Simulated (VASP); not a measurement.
Write the native input for VASP 6.6.1 that does the following.

```yaml
Task: single point
Functional: PBEsol
Potentials_or_basis: VASP PAW PBE potentials, release 64 (Mg)
Cutoff: 520 eV
k_mesh: 26 × 26 × 26
Occupations: gaussian, width 0.15 eV
Spin: no spin polarisation
Dipole_correction: no
Further_INCAR_settings: ALGO = Fast; EDIFF = 1e-07; NBANDS = 7
```

The structure of Mg lies in POSCAR:

```
Mg
1.0
   -1.9319057436      1.9319057436      1.5068864800
    1.9319057436     -1.9319057436      1.5068864800
    1.9319057436      1.9319057436     -1.5068864800
Mg
1
Direct
    0.0000000000      0.0000000000      0.0000000000
```

This cell differs from its parent crystal: ratio of the length along z to the lengths across it x 0.78, volume and fractional coordinates fixed.

These files were run (other wordings do the same):

INCAR

```
SYSTEM = Mg
PREC = Accurate ; ENCUT = 520
EDIFF = 1E-7 ; ISMEAR = 0
SIGMA = 0.15 ; LREAL = .False.
LASPH = .True. ; NELM = 100
ALGO = Fast ; ISIF = 2
LWAVE = .False. ; LCHARG = .False.
GGA = PS ; NBANDS = 7
```

KPOINTS

```
regular mesh
0
Gamma
  26 26 26
  0 0 0
```

Potentials or basis: VASP PAW PBE potentials, release 64 (Mg).

Command:

```console
$ cat potpaw_PBE.64/Mg/POTCAR > POTCAR
$ mpirun -np 1 vasp_std > vasp.out
```

It gave:

The pressure is 1.1 GPa. The band gap on the k mesh is zero (bands 1 and 2 overlap by 4.53 eV).

Caveat: the stress differs along the axes, from -1 to 5 GPa; the PAW data sets were made with another functional, which shifts forces and pressure a little.

Wall time 72 s on 1 thread of AMD EPYC 9R45 96-Core Processor (Zen 5), on a shared host, peak memory 0.3 GiB.
